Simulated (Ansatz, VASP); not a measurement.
WS2: VASP beside Ansatz

The input INCAR:

```
SYSTEM = WS2
PREC = Accurate ; ENCUT = 520
EDIFF = 1E-6 ; ISMEAR = 0
SIGMA = 0.05 ; LREAL = .False.
LASPH = .True. ; NELM = 80
ALGO = Normal ; ISIF = 2
LWAVE = .False. ; LCHARG = .False.
GGA = PS ; NBANDS = 35
```

The input KPOINTS:

```
Automatic mesh
0
Gamma
  12 12 2
  0 0 0
```

Contents of POSCAR:

```
WS2
1.0
    3.2278261097      0.0000000000      0.0000000000
   -1.6139130548      2.7953794100      0.0000000000
    0.0000000000      0.0000000000     24.1835346046
W S
2 4
Direct
    0.3333333333      0.6666666667      0.6345659624
    0.6666666667      0.3333333333      0.3654340376
    0.3333333333      0.6666666667      0.2989660749
    0.6666666667      0.3333333333      0.5680485953
    0.3333333333      0.6666666667      0.4319514047
    0.6666666667      0.3333333333      0.7010339251
```

Input for Ansatz:

```yaml
crystal:
  lattice:
    - [3.2278261097, 0.0, 0.0]
    - [-1.6139130548, 2.79537941, 0.0]
    - [0.0, 0.0, 24.1835346046]
  atoms:
    - { symbol: W, position: [0.3333333333, 0.6666666667, 0.6345659624] }
    - { symbol: W, position: [0.6666666667, 0.3333333333, 0.3654340376] }
    - { symbol: S, position: [0.3333333333, 0.6666666667, 0.2989660749] }
    - { symbol: S, position: [0.6666666667, 0.3333333333, 0.5680485953] }
    - { symbol: S, position: [0.3333333333, 0.6666666667, 0.4319514047] }
    - { symbol: S, position: [0.6666666667, 0.3333333333, 0.7010339251] }
basis:
  ecutwfc: 420
kpoints:
  mp_grid: { grid: [12, 12, 2] }
hamiltonian:
  xc: pbesol
  pseudopotentials: { kind: paw, azcp: { folder: soft_1 } }
scf:
  occupations: { method: gaussian, width: 0.05 }
output:
  forces: true
  stress: true
  eigenvalues: true
```

Alike in both runs: task single point; functional PBEsol; k mesh 12 × 12 × 2; occupations gaussian, width 0.05 eV; no spin polarisation.

|  | VASP | Ansatz |
| --- | --- | --- |
| version | VASP 6.6.1 | Ansatz 0.2.0 |
| potentials or method | VASP PAW PBE potentials, release 64 (W_sv, S), cutoff 520 eV | scalar-relativistic, plane waves, PAW |
| valence electrons in the cell | 52 | 52 |

Ansatz gave:

```
gap on the k mesh at the Fermi level (eV) : 1.49
least direct gap on the mesh (eV)         : 1.72
rms of the force components (eV/Å)        : 0.596
```

Task: Estimate VASP's values.

Result: gap on the k mesh at the Fermi level (eV): 1.50; least direct gap on the mesh (eV): 1.72; rms of the force components (eV/Å): 0.588.

VASP's potentials were made for PBE, not for PBEsol, and Ansatz warns of the same on its side. Atom by atom the forces differ by 0.008 eV/Å (rms over components). The functional is the same, so the differences come from potentials, cutoffs and numerics.

Neither program's run includes spin-orbit coupling.
